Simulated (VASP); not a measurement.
Here is a VASP 6.6.1 calculation.

File INCAR:

```
SYSTEM = W4C5
PREC     = Accurate       ! precision mode
ENCUT    = 520            ! plane-wave cutoff, eV
EDIFF    = 1E-6           ! SCF threshold, eV
ISMEAR   = 0              ! smearing method
SIGMA    = 0.1            ! smearing width, eV
LREAL    = .FALSE.        ! projectors in reciprocal space
LASPH    = .TRUE.         ! aspherical terms in the spheres
NELM     = 60             ! most SCF steps
ALGO     = Normal         ! electronic algorithm
ISIF     = 2              ! what is computed and relaxed
LWAVE    = .FALSE.        ! write WAVECAR
LCHARG   = .FALSE.        ! write CHGCAR
LDIPOL   = .TRUE.       
IDIPOL   = 3            
DIPOL    = 0.5 0.5 0.500
GGA      = PE             ! functional
NBANDS   = 48             ! bands
```

The input KPOINTS:

```
Automatic mesh
0
G
  2 2 1
  0 0 0
```

Contents of POSCAR:

```
W4C5
1.0
    2.9217712068      0.0000000000      0.0000000000
   -1.4608856034      2.5303280892      0.0000000000
    0.0000000000      0.0000000000     26.3883078636
C W
5 4
Direct
    0.6666666667      0.3333333333      0.2842167841
    0.6666666667      0.3333333333      0.3921083921
    0.6666666667      0.3333333333      0.5000000000
    0.6666666667      0.3333333333      0.6078916079
    0.6666666667      0.3333333333      0.7157832159
    0.0000000000      0.0000000000      0.3381625881
    0.0000000000      0.0000000000      0.4460541960
    0.0000000000      0.0000000000      0.5539458040
    0.0000000000      0.0000000000      0.6618374119
```

Potentials or basis: VASP PAW PBE potentials, release 64 (C, W_sv).

Launch:

```bash
$ cat potpaw_PBE.64/C/POTCAR potpaw_PBE.64/W_sv/POTCAR > POTCAR
$ mpirun -np 1 vasp_std > vasp.out
```

Problem. Predict the largest force.

Solution. 4.500 eV/Å.

Problem. What does it give for the band gap on the k mesh?

Solution. Zero (band 38 reaches 1.84 eV, above the bottom of band 39 at 1.67 eV).

Forces in eV/Å, atoms in the order of the input:
```
C    0.000  0.000  3.197
C    0.000  0.000  0.832
C    0.000  0.000  0.000
C    0.000  0.000 -0.832
C    0.000  0.000 -3.197
W    0.000  0.000 -4.500
W    0.000  0.000 -0.375
W    0.000  0.000  0.375
W    0.000  0.000  4.500
```

Caveat: the k points lie up to 1.24 Å⁻¹ apart; spin-orbit coupling is left out, which moves the levels of the heavy elements.
